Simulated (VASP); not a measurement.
# MgI2 (P-3m1) in VASP: a series of runs, part 3 of 3

VASP 6.6.1.

## (6) Single point, PBE

This run uses another cell than the first one, of the same volume but with other edges.

Contents of INCAR:

```
ALGO = Normal ; EDIFF = 1E-6
ENCUT = 520 ; GGA = PE
ISIF = 2 ; ISMEAR = 0
LASPH = True ; LCHARG = False
LREAL = False ; LWAVE = False
NBANDS = 15 ; NELM = 60
PREC = Accurate ; SIGMA = 0.05
```

Contents of KPOINTS:

```
k-points
0
Gamma
  6 6 4
```

Contents of POSCAR:

```
MgI2
1.0
    4.2106071945      0.0000000000      0.0000000000
   -2.1053035973      3.6464927958      0.0000000000
    0.0000000000      0.0000000000      6.6777712150
Mg I
1 2
Direct
    0.0000000000      0.0000000000      0.0000000000
    0.3333333333      0.6666666667      0.7576300000
    0.6666666667      0.3333333333      0.2423700000
```

Potentials or basis: VASP PAW PBE potentials, release 64 (Mg, I).

Started as:

```console
$ cat potpaw_PBE.64/Mg/POTCAR potpaw_PBE.64/I/POTCAR > POTCAR
$ mpirun -np 1 vasp_std > vasp.out
```

OUTCAR:

```text
EDIFF = 1E-6
   ENCUT = 520
   GGA = PE
   ISIF = 2
   ISMEAR = 0
   LASPH = True
   LREAL = False
   NELM = 60
   PREC = Accurate

 ion  position               nearest neighbor table
   1  0.000  0.000  0.000-   2 2.92   3 2.92   3 2.92   2 2.92   3 2.92   2 2.92
   2  0.333  0.667  0.758-   1 2.92   1 2.92   1 2.92
   3  0.667  0.333  0.242-   1 2.92   1 2.92   1 2.92

  LATTYP: Found a hexagonal cell.
 ALAT       =     4.2106071945
 C/A-ratio  =     1.5859401997

  Lattice vectors:

 A1 = (   4.2106071945,   0.0000000000,   0.0000000000)
 A2 = (  -2.1053035973,   3.6464927958,   0.0000000000)
 A3 = (   0.0000000000,   0.0000000000,   6.6777712150)

Analysis of symmetry for initial positions (statically):
=====================================================================
 Subroutine PRICEL returns:
 Original cell was already a primitive cell.

 Routine SETGRP: Setting up the symmetry group for a
 hexagonal supercell.

 Subroutine GETGRP returns: Found 12 space group operations
 (whereof 12 operations were pure point group operations)
 out of a pool of 24 trial point group operations.

The static configuration has the point symmetry D_3d.

Analysis of symmetry for dynamics (positions and initial velocities):
=====================================================================
 Subroutine PRICEL returns:
 Original cell was already a primitive cell.

 Routine SETGRP: Setting up the symmetry group for a
 hexagonal supercell.

 Subroutine GETGRP returns: Found 12 space group operations
 (whereof 12 operations were pure point group operations)
 out of a pool of 24 trial point group operations.

The dynamic configuration has the point symmetry D_3d.

 Subroutine INISYM returns: Found 12 space group operations
 (whereof 12 operations are pure point group operations),
 and found     1 'primitive' translations

----------------------------------------------------------------------------------------

                                     Primitive cell

  volume of cell :     102.5302

  direct lattice vectors                    reciprocal lattice vectors
     4.210607194  0.000000000  0.000000000     0.237495438  0.137118055  0.000000000
    -2.105303597  3.646492796  0.000000000     0.000000000  0.274236110  0.000000000
     0.000000000  0.000000000  6.677771215     0.000000000  0.000000000  0.149750563

  length of vectors
     4.210607194  4.210607195  6.677771215     0.274236110  0.274236110  0.149750563

  position of ions in fractional coordinates (direct lattice)
     0.000000000  0.000000000  0.000000000
     0.333333333  0.666666667  0.757630000
     0.666666667  0.333333333  0.242370000

  ion indices of the primitive-cell ions
   primitive index   ion index
                 1           1
                 2           2
                 3           3

----------------------------------------------------------------------------------------

[... 30 lines left out ...]
  0.166667  0.166667  0.000000      6.000000
  0.333333  0.166667  0.000000     12.000000
[... 16 lines left out ...]
  0.333333  0.166667  0.500000     12.000000
  0.333333  0.333333  0.500000      2.000000
   k-points           NKPTS =     24   k-points in BZ     NKDIM =     24   number of bands    NBANDS=     15
   number of dos      NEDOS =    301   number of ions     NIONS =      3
   total plane-waves  NPLWV =  51200
   dimension x,y,z NGX =    32 NGY =   32 NGZ =   50
   dimension x,y,z NGXF=    64 NGYF=   64 NGZF=  100
   ions per type =               1   2
   NGX,Y,Z   is equivalent  to a cutoff of  12.63, 12.63, 12.45 a.u.
   NGXF,Y,Z  is equivalent  to a cutoff of  25.27, 25.27, 24.90 a.u.
 SYSTEM =  unknown system
   PREC   = accura    normal or accurate (medium, high low for compatibility)
   ISTART =      0    job   : 0-new  1-cont  2-samecut
   ICHARG =      2    charge: 1-file 2-atom 10-const
   ISPIN  =      1    spin polarized calculation?
   LNONCOLLINEAR =      F non collinear calculations
   LSORBIT =      F    spin-orbit coupling
   LASPH  =      T    aspherical Exc in radial PAW
   ENCUT  =  520.0 eV  38.22 Ry    6.18 a.u.   7.83  7.83 12.42*2*pi/ulx,y,z
   NELM   =     60;   NELMIN=  2; NELMDL= -5     # of ELM steps
   EDIFF  = 0.1E-05   stopping-criterion for ELM
   LREAL  =      F    real-space projection
   EDIFFG = 0.1E-04   stopping-criterion for IOM
   NSW    =      0    number of steps for IOM
   IBRION =     -1    ionic relax: 0-MD 1-quasi-New 2-CG
   NFREE  =      0    steps in history (QN), initial steepest desc. (CG)
   ISIF   =      2    stress and relaxation
   ISYM   =      2    0-nonsym 1-usesym 2-fastsym
   POTIM  = 0.5000    time-step for ionic-motion
   TEBEG  =    0.0;   TEEND  =   0.0 temperature during run
   PSTRESS=    0.0 pullay stress
   NELECT =      16.0000    total number of electrons
   NUPDOWN=      -1.0000    fix difference up-down
   EMIN   =  10.00;   EMAX   =-10.00  energy-range for DOS
   EFERMI =   0.00;   METHOD = LEGACY
   ISMEAR =     0;   SIGMA  =   0.05  broadening in eV -4-tet -1-fermi 0-gaus
   EFERMI_NEDOS =   21; number of points for ismear=-14 and -15
   IALGO  =     38    algorithm
   IMIX   =      4    mixing-type and parameters
     AMIX     =   0.40;   BMIX     =  1.00
     AMIX_MAG =   1.60;   BMIX_MAG =  1.00
  volume/ion in A,a.u.               =      34.18       230.64
  Fermi-wavevector in a.u.,A,eV,Ry     =   0.881382  1.665571 10.569477  0.776835
  Thomas-Fermi vector in A             =   2.001871
   LORBIT       =      0    0 simple, 1 ext, 2 COOP (PROOUT), +10 PAW based schemes
   GGA     = PE    functional components
   LHFCALC =     F    Hartree Fock is set to
   AEXX    =    0.0000 exact exchange contribution
   IVDW    =     0    specifies the selected vdW correction
   LEPSILON=     F    determine dielectric tensor
   LRPA    =     F    only Hartree local field effects (RPA)
 non-spin polarized calculation
 Gauss-broadening in eV      SIGMA  =   0.05
  energy-cutoff  :      520.00
  volume of cell :      102.53
 maximum number of plane-waves:      2792
 NGX is ok and might be reduce to    32

 number of electron      15.9999999 magnetization

 Free energy of the ion-electron system (eV)
  ---------------------------------------------------
  ext. energy  EPLUGINS =         0.00000000
  ---------------------------------------------------
  free energy    TOTEN  =        -7.68065866 eV

  energy without entropy =       -7.68065866  energy(sigma->0) =       -7.68065866

 E-fermi :   2.7291     XC(G=0):  -8.2180

 val. band max:        2.5085978176   @ k =   0.0000   0.0000   0.0000
 cond. band min:       5.8186114917   @ k =   0.5000   0.0000   0.2500
 fundamental gap:      3.3100136741
 Fermi energy:         2.7290896817

 k-point     1 :       0.0000    0.0000    0.0000
  band No.  band energies     occupation
      1      -9.7584      2.00000
      2      -8.9705      2.00000
      3      -1.1627      2.00000
      4       1.7149      2.00000
      5       1.7149      2.00000
      6       2.1471      2.00000
      7       2.1471      2.00000
      8       2.5086      2.00000
      9       5.9289      0.00000
     10       6.9315      0.00000
     11       8.8519      0.00000
     12       8.8519      0.00000
     13      10.0580      0.00000
     14      10.3787      0.00000
[... 401 lines left out ...]
      2      -8.8890      2.00000
      3      -0.8768      2.00000
      4      -0.4914      2.00000
      5      -0.4914      2.00000
      6       0.1417      2.00000
      7       1.8948      2.00000
      8       1.8948      2.00000
      9       7.2389      0.00000
     10       8.2540      0.00000
     11       8.2540      0.00000
     12       9.8301      0.00000
     13      10.4056      0.00000
     14      10.7451      0.00000
     15      10.9600      0.00000

------------------------ aborting loop because EDIFF is reached ----------------------------------------

  FORCE on cell =-STRESS in cart. coord.  units (eV):
  Direction    XX          YY          ZZ          XY          YZ          ZX
  --------------------------------------------------------------------------------------
  -------------------------------------------------------------------------------------
  Total        0.4532919      0.4532919      1.3639911     -0.0000000     -0.0000000      0.0000000
  in kB        7.0833204      7.0833204     21.3142722     -0.0000000     -0.0000000      0.0000000
  external PRESSURE =      11.8269710 kB  Pullay stress =       0.0000000 kB

 VOLUME and BASIS-vectors are now :
 -----------------------------------------------------------------------------
  energy-cutoff  :      520.00
  volume of cell :      102.53
      direct lattice vectors                 reciprocal lattice vectors
     4.210607194  0.000000000  0.000000000     0.237495438  0.137118055  0.000000000
    -2.105303597  3.646492796  0.000000000     0.000000000  0.274236110  0.000000000
     0.000000000  0.000000000  6.677771215     0.000000000  0.000000000  0.149750563

 POSITION                                       TOTAL-FORCE (eV/Angst)
 -----------------------------------------------------------------------------------
      0.00000      0.00000      0.00000        -0.000000      0.000000      0.000000
     -0.00000      2.43100      5.05928        -0.000000      0.000000     -0.123033
      2.10530      1.21550      1.61849         0.000000      0.000000      0.123033
 -----------------------------------------------------------------------------------
    total drift:                               -0.000000      0.000000     -0.000000

  FREE ENERGIE OF THE ION-ELECTRON SYSTEM (eV)
  ---------------------------------------------------
  free  energy   TOTEN  =        -7.6806586581 eV

  energy  without entropy=       -7.6806586581  energy(sigma->0) =       -7.68065866
```

Run time: 42 s. Hardware: 1 thread of AMD EPYC 7R43 (Zen 3), shared host; peak memory 0.18 GiB.

Results:

```
Free energy            : -7.6807 eV
Pressure               : 1.2 GPa
Largest force          : 0.123 eV/Å
Band gap on the k mesh : 3.31 eV, indirect (least direct gap 3.42 eV)
```

Forces in eV/Å, atoms in the order of the input:
```
Mg   0.000  0.000  0.000
I    0.000  0.000 -0.123
I    0.000  0.000  0.123
```

Stress tensor (GPa, compression positive):
```
0.71 0.00 0.00
0.00 0.71 0.00
0.00 0.00 2.13
```

Caveat: spin-orbit coupling is left out, which moves the levels of the heavy elements; this functional lacks dispersion, which binds the layers, so the pressure and a relaxed spacing across them are unreliable. A k mesh can miss the band edges.

## (7) Overview

| cell | gap on the mesh (eV) | pressure (GPa) | largest force (eV/Å) |
| --- | --- | --- | --- |
| a = 4.385, b = 4.385, c = 6.157 Å, angles 90.0, 90.0, 120.0°, 3 atoms | 2.62 | 1.1 | 0.31 |
| a = 3.909, b = 3.909, c = 7.749 Å, angles 90.0, 90.0, 120.0°, 3 atoms | 2.87 | 1.6 | 0.55 |
| a = 4.271, b = 4.271, c = 6.491 Å, angles 90.0, 90.0, 120.0°, 3 atoms | 3.12 | 1.2 | 0.21 |
| a = 4.024, b = 4.024, c = 7.312 Å, angles 90.0, 90.0, 120.0°, 3 atoms | 3.29 | 1.4 | 0.25 |
| a = 4.211, b = 4.211, c = 6.678 Å, angles 90.0, 90.0, 120.0°, 3 atoms | 3.31 | 1.2 | 0.12 |

Alike in all rows: task single point; level PBE; potentials or basis VASP PAW PBE potentials, release 64 (Mg, I); no spin polarisation; k mesh 6 × 6 × 4; cutoff (eV) 520; smearing gaussian 0.05 eV.

Caveats: spin-orbit coupling is left out, which moves the levels of the heavy elements; this functional lacks dispersion, which binds the layers, so the pressure and a relaxed spacing across them are unreliable.

Total energies depend on the potentials used, so only differences within one code and one set of settings carry meaning.
